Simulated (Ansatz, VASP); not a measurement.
**CuO: VASP beside Ansatz**

```
CELL_PARAMETERS angstrom
1.99097 -2.15355 0.00000
1.99097 2.15355 0.00000
0.00000 0.00000 5.15593
ATOMIC_POSITIONS crystal
Cu 0.00000 0.50000 0.00000
Cu 0.50000 0.00000 0.50000
O 0.50000 0.50000 0.25000
O 0.50000 0.50000 0.75000
```

Alike in both runs: task single point; functional PBEsol; k mesh 14 × 14 × 8; occupations fermi-dirac, width 0.05 eV; no spin polarisation.

```csv
,VASP,Ansatz
version,VASP 6.6.1,Ansatz 0.2.0
potentials or method,"VASP PAW PBE potentials, release 64 (Cu, O), cutoff 520 eV","scalar-relativistic, plane waves, PAW"
valence electrons in the cell,34,50
```

```tsv
	VASP	Ansatz	Ansatz less VASP
gap on the k mesh at the Fermi level (eV)	none	none	-
pressure (GPa)	-5.4	-6.1	-0.63
traceless stress, the component that is largest in VASP (GPa)	1.33	1.55	+0.214
```

VASP's potentials were made for PBE, not for PBEsol. A gap of «none» marks a metal or a gap that the smearing closes. VASP's potentials hold 34 valence electrons a cell and Ansatz's 50, so a difference there can come from the potentials and not from the codes.
